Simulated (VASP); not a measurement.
# Au: single point with PBE

Au:

```
CELL_PARAMETERS angstrom
1.41131 -2.55593 0.00000
1.41131 2.55593 0.00000
0.00000 0.00000 4.89317
ATOMIC_POSITIONS crystal
Au 0.66533 0.33467 0.25000
Au 0.33467 0.66533 0.75000
```

```
Program                : VASP 6.6.1
Task                   : single point
Functional             : PBE
Potentials or basis    : VASP PAW PBE potentials, release 64 (Au)
Cutoff                 : 520 eV
k mesh                 : 2 × 2 × 1
Occupations            : gaussian, width 0.1 eV
Spin                   : no spin polarisation
Dipole correction      : no
Further INCAR settings : ALGO = Normal; EDIFF = 1e-06; NBANDS = 18
```

| Property | Result |
| --- | --- |
| Pressure | 19.4 GPa |
| Largest force | 0.403 eV/Å |
| Band gap on the k mesh | zero (band 11 reaches 9.29 eV, above the bottom of band 12 at 7.89 eV) |

Forces in eV/Å, atoms in the order of the input:
```
Au   0.000 -0.403  0.000
Au   0.000  0.403  0.000
```

Stress tensor (GPa, compression positive):
```
28.69  0.00  0.00
 0.00 36.63  0.00
 0.00  0.00 -6.99
```

Levels at points of the mesh, in eV from the Fermi level:
```
           k point  band 7  band 8  band 9  band 10  band 11  band 12  band 13  band 14  band 15  band 16
(0.00, 0.00, 0.00)   -4.30   -3.82   -3.75    -2.55    -2.54    -1.40     2.00    14.05    15.09    16.19
(0.50, 0.00, 0.00)   -3.90   -2.36   -2.25    -2.09     0.00     1.25     5.26     6.81     6.89     9.58
(0.50, 0.50, 0.00)   -4.00   -2.34   -2.33    -2.15    -0.18     0.83     4.94     6.33     6.53    10.70
```

It took 2.3 s on 1 thread of Intel(R) Xeon(R) 6975P-C (Granite Rapids) (shared host), peak memory 0.14 GiB.

Caveat: the k points lie up to 1.28 Å⁻¹ apart; spin-orbit coupling is left out, which moves the levels of the heavy elements.
